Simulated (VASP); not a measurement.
# Si (P6_3/mmc) in VASP: a series of runs

The runs below take Si through relaxation of shape and atoms at fixed volume, with PBEsol.

Everything below comes from runs of VASP 6.6.1. Logs are shortened: lines on timing, memory, paths and dates and some standing lists are left out, and cuts for length are marked.

### 1 The cell of the first run

The structure is hexagonal, space group P6_3/mmc (No. 194). The conventional cell has a = 2.478 Å, b = 2.478 Å, c = 4.196 Å, α = 90.00°, β = 90.00°, γ = 120.00°. Si (site symmetry -6m2) has 12 Si at 2.48 to 2.54 Å within 3.3 Å.

This isn't the form of Si at room conditions, which is diamond.

### 2 Relaxation of shape and atoms at fixed volume, PBEsol (11.16 Å³/atom)

Contents of INCAR:

```
SYSTEM = Si
ALGO = Normal
EDIFF = 1E-6
EDIFFG = -0.01
ENCUT = 600
GGA = PS
IBRION = 2
ISIF = 4
ISMEAR = 0
LASPH = .TRUE.
LCHARG = .FALSE.
LREAL = .FALSE.
LWAVE = .FALSE.
NELM = 100
NSW = 60
PREC = Accurate
SIGMA = 0.05
```

Contents of KPOINTS:

```
k-points
0
G
  20 20 10
  0 0 0
```

Contents of POSCAR:

```
Si
1.0
    2.4784362057      0.0000000000      0.0000000000
   -1.2392181028      2.1463887158      0.0000000000
    0.0000000000      0.0000000000      4.1957045791
Si
2
Direct
    0.3333333333      0.6666666667      0.2500000000
    0.6666666667      0.3333333333      0.7500000000
```

Potentials or basis: VASP PAW PBE potentials, release 64 (Si).

Started as:

```console
$ cat potpaw_PBE.64/Si/POTCAR > POTCAR
$ mpirun -np 1 vasp_std > vasp.out
```

OUTCAR:

```text
SYSTEM = Si
   EDIFF = 1E-6
   EDIFFG = -0.01
   ENCUT = 600
   GGA = PS
   IBRION = 2
   ISIF = 4
   ISMEAR = 0
   LASPH = .TRUE.
   LREAL = .FALSE.
   NELM = 100
   NSW = 60
   PREC = Accurate

 ion  position               nearest neighbor table
   1  0.333  0.667  0.250-   2 2.54   2 2.54   2 2.54   2 2.54   2 2.54   2 2.54
   2  0.667  0.333  0.750-   1 2.54   1 2.54   1 2.54   1 2.54   1 2.54   1 2.54

  LATTYP: Found a hexagonal cell.
 ALAT       =     2.4784362057
 C/A-ratio  =     1.6928838311

  Lattice vectors:

 A1 = (   2.4784362057,   0.0000000000,   0.0000000000)
 A2 = (  -1.2392181028,   2.1463887158,   0.0000000000)
 A3 = (   0.0000000000,   0.0000000000,   4.1957045791)

Analysis of symmetry for initial positions (statically):
=====================================================================
 Subroutine PRICEL returns:
 Original cell was already a primitive cell.

 Routine SETGRP: Setting up the symmetry group for a
 hexagonal supercell.

 Subroutine GETGRP returns: Found 24 space group operations
 (whereof 12 operations were pure point group operations)
 out of a pool of 24 trial point group operations.

The static configuration has the point symmetry D_3d.
 The point group associated with its full space group is D_6h.

Analysis of symmetry for dynamics (positions and initial velocities):
=====================================================================
 Subroutine PRICEL returns:
 Original cell was already a primitive cell.

 Routine SETGRP: Setting up the symmetry group for a
 hexagonal supercell.

 Subroutine GETGRP returns: Found 24 space group operations
 (whereof 12 operations were pure point group operations)
 out of a pool of 24 trial point group operations.

The dynamic configuration has the point symmetry D_3d.
 The point group associated with its full space group is D_6h.

 Subroutine INISYM returns: Found 24 space group operations
 (whereof 12 operations are pure point group operations),
 and found     1 'primitive' translations

----------------------------------------------------------------------------------------

                                     Primitive cell

  volume of cell :      22.3198

  direct lattice vectors                    reciprocal lattice vectors
     2.478436206  0.000000000  0.000000000     0.403480226  0.232949417  0.000000000
    -1.239218103  2.146388716  0.000000000     0.000000000  0.465898834  0.000000000
     0.000000000  0.000000000  4.195704579     0.000000000  0.000000000  0.238338992

  length of vectors
     2.478436206  2.478436206  4.195704579     0.465898834  0.465898834  0.238338992

  position of ions in fractional coordinates (direct lattice)
     0.333333333  0.666666667  0.250000000
     0.666666667  0.333333333  0.750000000

  ion indices of the primitive-cell ions
   primitive index   ion index
                 1           1
                 2           2

----------------------------------------------------------------------------------------

 KPOINTS: k-points

Automatic generation of k-mesh.
 Grid dimensions read from file:
 generate k-points for:   20   20   10

 Generating k-lattice:

  Cartesian coordinates                     Fractional coordinates (reciprocal lattice)
     0.020174011  0.011647471  0.000000000     0.050000000  0.000000000  0.000000000
     0.000000000  0.023294942  0.000000000     0.000000000  0.050000000  0.000000000
     0.000000000  0.000000000  0.023833899     0.000000000  0.000000000  0.100000000

  Length of vectors
     0.023294942  0.023294942  0.023833899

  Shift w.r.t. Gamma in fractional coordinates (k-lattice)
     0.000000000  0.000000000  0.000000000

 Subroutine IBZKPT returns following result:
 ===========================================

 Found    264 irreducible k-points:

 Following reciprocal coordinates:
            Coordinates               Weight
  0.000000  0.000000  0.000000      1.000000
  0.050000  0.000000  0.000000      6.000000
  0.100000 -0.000000  0.000000      6.000000
  0.150000  0.000000  0.000000      6.000000
  0.200000 -0.000000  0.000000      6.000000
  0.250000  0.000000  0.000000      6.000000
[... 16 lines left out ...]
  0.200000  0.100000  0.000000     12.000000
  0.250000  0.100000  0.000000     12.000000
 [... further k-points ...]
   k-points           NKPTS =    264   k-points in BZ     NKDIM =    264   number of bands    NBANDS=      8
   number of dos      NEDOS =    301   number of ions     NIONS =      2
   total plane-waves  NPLWV =  14400
   dimension x,y,z NGX =    20 NGY =   20 NGZ =   36
   dimension x,y,z NGXF=    40 NGYF=   40 NGZF=   72
   ions per type =               2
   NGX,Y,Z   is equivalent  to a cutoff of  13.42, 13.42, 14.26 a.u.
   NGXF,Y,Z  is equivalent  to a cutoff of  26.83, 26.83, 28.53 a.u.
 SYSTEM =  Si
   PREC   = accura    normal or accurate (medium, high low for compatibility)
   ISTART =      0    job   : 0-new  1-cont  2-samecut
   ICHARG =      2    charge: 1-file 2-atom 10-const
   ISPIN  =      1    spin polarized calculation?
   LNONCOLLINEAR =      F non collinear calculations
   LSORBIT =      F    spin-orbit coupling
   LASPH  =      T    aspherical Exc in radial PAW
   ENCUT  =  600.0 eV  44.10 Ry    6.64 a.u.   4.95  4.95  8.38*2*pi/ulx,y,z
   NELM   =    100;   NELMIN=  2; NELMDL= -5     # of ELM steps
   EDIFF  = 0.1E-05   stopping-criterion for ELM
   LREAL  =      F    real-space projection
   EDIFFG = -.1E-01   stopping-criterion for IOM
   NSW    =     60    number of steps for IOM
   IBRION =      2    ionic relax: 0-MD 1-quasi-New 2-CG
   NFREE  =      1    steps in history (QN), initial steepest desc. (CG)
   ISIF   =      4    stress and relaxation
   ISYM   =      2    0-nonsym 1-usesym 2-fastsym
   POTIM  = 0.5000    time-step for ionic-motion
   TEBEG  =    0.0;   TEEND  =   0.0 temperature during run
   PSTRESS=    0.0 pullay stress
   NELECT =       8.0000    total number of electrons
   NUPDOWN=      -1.0000    fix difference up-down
   EMIN   =  10.00;   EMAX   =-10.00  energy-range for DOS
   EFERMI =   0.00;   METHOD = LEGACY
   ISMEAR =     0;   SIGMA  =   0.05  broadening in eV -4-tet -1-fermi 0-gaus
   EFERMI_NEDOS =   21; number of points for ismear=-14 and -15
   IALGO  =     38    algorithm
   IMIX   =      4    mixing-type and parameters
     AMIX     =   0.40;   BMIX     =  1.00
     AMIX_MAG =   1.60;   BMIX_MAG =  1.00
  volume/ion in A,a.u.               =      11.16        75.31
  Fermi-wavevector in a.u.,A,eV,Ry     =   1.162897  2.197556 18.399551  1.352329
  Thomas-Fermi vector in A             =   2.299453
   LORBIT       =      0    0 simple, 1 ext, 2 COOP (PROOUT), +10 PAW based schemes
   GGA     = PS    functional components
   LHFCALC =     F    Hartree Fock is set to
   AEXX    =    0.0000 exact exchange contribution
   IVDW    =     0    specifies the selected vdW correction
   LEPSILON=     F    determine dielectric tensor
   LRPA    =     F    only Hartree local field effects (RPA)
 conjugate gradient relaxation of ions
 non-spin polarized calculation
 Gauss-broadening in eV      SIGMA  =   0.05
  energy-cutoff  :      600.00
  volume of cell :       22.32
 maximum number of plane-waves:       767
 NGX is ok and might be reduce to    20
   NGX =  9   NGY =  9   NGZ = 17

 number of electron       8.0000000 magnetization

 Free energy of the ion-electron system (eV)
  ---------------------------------------------------
  ext. energy  EPLUGINS =         0.00000000
  ---------------------------------------------------
  free energy    TOTEN  =       -10.23687174 eV

  energy without entropy =      -10.23634931  energy(sigma->0) =      -10.23661052

 E-fermi :  13.8312     XC(G=0): -12.3185

 val. band max:       13.7911116924   @ k =   0.2500   0.0500   0.3000
 cond. band min:      13.8323030972   @ k =   0.4000   0.2000   0.0000
 fundamental gap:      0.0411914048
 Fermi energy:        13.8312072626

 k-point     1 :       0.0000    0.0000    0.0000
  band No.  band energies     occupation
      1      -3.1582      2.00000
      2       4.8859      2.00000
      3       4.9434      2.00000
      4      24.9211      0.00000
      5      24.9211      0.00000
      6      25.4882      0.00000
      7      25.4882      0.00000
      8      25.6699      0.00000

 k-point     2 :       0.0500    0.0000    0.0000
  band No.  band energies     occupation
      1      -3.0794      2.00000
      2       4.9623      2.00000
      3       5.0172      2.00000
      4      23.2155      0.00000
      5      23.9027      0.00000
      6      25.1420      0.00000
      7      26.6131      0.00000
      8      26.6401      0.00000

 k-point     3 :       0.1000   -0.0000    0.0000
  band No.  band energies     occupation
      1      -2.8432      2.00000
      2       5.1909      2.00000
      3       5.2384      2.00000
      4      20.8764      0.00000
      5      22.7807      0.00000
      6      24.4756      0.00000
      7      26.6139      0.00000
      8      27.2659      0.00000

 k-point     4 :       0.1500    0.0000    0.0000
  band No.  band energies     occupation
      1      -2.4502      2.00000
      2       5.5695      2.00000
      3       5.6072      2.00000
      4      18.5011      0.00000
      5      21.7843      0.00000
      6      23.5570      0.00000
      7      25.2805      0.00000
      8      25.8190      0.00000

 k-point     5 :       0.2000   -0.0000    0.0000
  band No.  band energies     occupation
      1      -1.9015      2.00000
      2       6.0937      2.00000
      3       6.1232      2.00000
      4      16.1903      0.00000
      5      20.9206      0.00000
      6      22.3246      0.00000
      7      23.6861      0.00000
      8      23.8345      0.00000
[... 177 lines left out ...]
 k-point    22 :       0.1500    0.1000    0.0000
  band No.  band energies     occupation
      1      -1.6669      2.00000
      2       6.3165      2.00000
      3       6.3442      2.00000
      4      16.3896      0.00000
      5      17.7692      0.00000
      6      23.3949      0.00000
      7      23.6189      0.00000
      8      24.7295      0.00000

 k-point    23 :       0.2000    0.1000    0.0000
  band No.  band energies     occupation
      1      -0.9652      2.00000
      2       6.9731      2.00000
      3       7.0070      2.00000
      4      14.1938      0.00000
      5      16.9682      0.00000
      6      21.4815      0.00000
      7      21.6193      0.00000
      8      24.1083      0.00000

 k-point    24 :       0.2500    0.1000    0.0000
  band No.  band energies     occupation
      1      -0.1115      2.00000
      2       7.7381      2.00000
      3       7.8155      2.00000
      4      12.1428      2.00000
      5      16.2766      0.00000
      6      19.6102      0.00000
      7      19.6547      0.00000
      8      23.5835      0.00000

 [... further k-points ...]
[... 5 lines left out ...]
  --------------------------------------------------------------------------------------
  -------------------------------------------------------------------------------------
  Total        5.0325343      5.0325343      5.0077051      0.0000000      0.0000000      0.0000000
  in kB      361.2487112    361.2487112    359.4663995      0.0000000      0.0000000      0.0000000
  external PRESSURE =     360.6546073 kB  Pullay stress =       0.0000000 kB

 VOLUME and BASIS-vectors are now :
 -----------------------------------------------------------------------------
  energy-cutoff  :      600.00
  volume of cell :       22.32
      direct lattice vectors                 reciprocal lattice vectors
     2.478436206  0.000000000  0.000000000     0.403480226  0.232949417  0.000000000
    -1.239218103  2.146388716  0.000000000     0.000000000  0.465898834  0.000000000
     0.000000000  0.000000000  4.195704579     0.000000000  0.000000000  0.238338992

 POSITION                                       TOTAL-FORCE (eV/Angst)
 -----------------------------------------------------------------------------------
     -0.00000      1.43093      1.04893        -0.000000      0.000000      0.000000
      1.23922      0.71546      3.14678         0.000000     -0.000000      0.000000
 -----------------------------------------------------------------------------------
    total drift:                                0.000000     -0.000000     -0.000000

  FREE ENERGIE OF THE ION-ELECTRON SYSTEM (eV)
  ---------------------------------------------------
  free  energy   TOTEN  =       -10.2368717409 eV

  energy  without entropy=      -10.2363493074  energy(sigma->0) =      -10.23661052

 reached required accuracy - stopping structural energy minimisation
```

It took 79 s on 1 thread of Intel Xeon 8259CL, shared host; peak memory 0.17 GiB.

Results:

```yaml
Free_energy: -10.2369 eV
Pressure_after_relaxing: 36.1 GPa
Band_gap_on_the_k_mesh: zero (bands 4 and 5 overlap by 14.68 eV)
```

Stress tensor (GPa, compression positive):
```
36.12  0.00  0.00
 0.00 36.12  0.00
 0.00  0.00 35.95
```

Final structure:
```xyz
2
Lattice="2.4784 0.0000 0.0000 -1.2392 2.1464 0.0000 0.0000 0.0000 4.1957" Properties=species:S:1:pos:R:3 pbc="T T T"
Si    0.0000    1.4309    1.0489
Si    1.2392    0.7155    3.1468
```

Caveat: the PAW data sets were made with another functional, which shifts forces and pressure a little.

### 3 Relaxation of shape and atoms at fixed volume, PBEsol (11.72 Å³/atom)

This run uses another cell than the first one, of 11.72 Å³/atom.

Contents of INCAR:

```
PREC = Accurate
ENCUT = 600
EDIFF = 1E-6
ISMEAR = 0
SIGMA = 0.05
LREAL = False
LASPH = True
NELM = 100
ALGO = Normal
ISIF = 4
LWAVE = False
LCHARG = False
GGA = PS
IBRION = 2
NSW = 60
EDIFFG = -0.01
```

Contents of KPOINTS:

```
regular mesh
0
Gamma
  20 20 10
```

Contents of POSCAR:

```
Si
1.0
    2.5182234137      0.0000000000      0.0000000000
   -1.2591117068      2.1808454487      0.0000000000
    0.0000000000      0.0000000000      4.2673786026
Si
2
Direct
    0.3333333333      0.6666666667      0.2500000000
    0.6666666667      0.3333333333      0.7500000000
```

Potentials or basis: VASP PAW PBE potentials, release 64 (Si).

Started as:

```console
$ cat potpaw_PBE.64/Si/POTCAR > POTCAR
$ mpirun -np 1 vasp_std > vasp.out
```

It took 2.8 min on 1 thread of Intel Xeon 8259CL, shared host; peak memory 0.17 GiB.

Results (log left out):

- Free energy: -10.4483 eV
- Energy gained by relaxing: 0.0 meV/atom
- Ionic steps: 3
- Pressure after relaxing: 25.0 GPa
- Band gap on the k mesh: zero (bands 4 and 5 overlap by 14.27 eV)

Final structure:
```yaml
crystal:
  lattice:
    - [2.51907, 0.00000, 0.00000]
    - [-1.25954, 2.18158, 0.00000]
    - [0.00000, 0.00000, 4.26451]
  atoms:
    - { symbol: Si, position: [0.33333, 0.66667, 0.25000] }
    - { symbol: Si, position: [0.66667, 0.33333, 0.75000] }
```

Levels at points of the mesh, in eV from the Fermi level:
```csv
k point,band 2,band 3,band 4,band 5,band 6,band 7
"(0.00, 0.00, 0.00)",-8.80,-8.56,10.60,10.60,11.35,11.35
"(0.50, 0.00, 0.00)",-8.91,-2.03,-1.89,-1.02,-0.67,4.45
"(0.00, 0.00, 0.50)",-14.52,0.67,0.67,12.17,12.17,12.17
"(0.50, 0.00, 0.50)",-7.54,-6.64,-6.64,6.15,6.15,6.74
```

Caveat: the PAW data sets were made with another functional, which shifts forces and pressure a little.

(Continued in part 2 of 2.)

The gap in the log of VASP goes by the Fermi energy; the results here count the filled bands.